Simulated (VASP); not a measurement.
Wanted: the native input for a VASP 6.6.1 run.

| Property | Result |
| --- | --- |
| Task | single point |
| Functional | PBE |
| Potentials or basis | VASP PAW PBE potentials, release 64 (Mo_sv, S) |
| Cutoff | 520 eV |
| k mesh | 8 × 8 × 2 |
| Occupations | methfessel-paxton, width 0.128 eV |
| Spin | no spin polarisation |
| Dipole correction | no |
| Further INCAR settings | ALGO = Normal; EDIFF = 1e-06; NBANDS = 35 |

The structure of MoS2 lies in POSCAR:

```
MoS2
1.0
    3.1043083785      0.0000000000      0.0000000000
   -1.5521541893      2.6884104023      0.0000000000
    0.0000000000      0.0000000000     12.0724192038
Mo S
2 4
Direct
    0.3333333333      0.6666666667      0.2500000000
    0.6666666667      0.3333333333      0.7500000000
    0.3333333333      0.6666666667      0.6230000000
    0.6666666667      0.3333333333      0.1230000000
    0.3333333333      0.6666666667      0.8770000000
    0.6666666667      0.3333333333      0.3770000000
```

One way to write it, as run:

INCAR

```
ALGO = Normal
EDIFF = 1E-6
ENCUT = 520
GGA = PE
ISIF = 2
ISMEAR = 1
LASPH = T
LCHARG = F
LREAL = F
LWAVE = F
NBANDS = 35
NELM = 60
PREC = Accurate
SIGMA = 0.128
```

KPOINTS

```
k-points
0
Gamma
  8 8 2
```

Potentials or basis: VASP PAW PBE potentials, release 64 (Mo_sv, S).

The run is started by

```bash
$ cat potpaw_PBE.64/Mo_sv/POTCAR potpaw_PBE.64/S/POTCAR > POTCAR
$ mpirun -np 1 vasp_std > vasp.out
```

It gave:

The pressure is 12.6 GPa and the largest force is 0.988 eV/Å. The band gap on the k mesh is 0.95 eV, indirect (least direct gap 2.10 eV).

Caveat: this functional lacks dispersion, which binds the layers, so the pressure and a relaxed spacing across them are unreliable.

Wall time 53 s on 1 thread of Intel(R) Xeon(R) Platinum 8175M CPU @ 2.50GHz (Skylake/Cascade Lake) (shared host), peak memory 0.24 GiB.
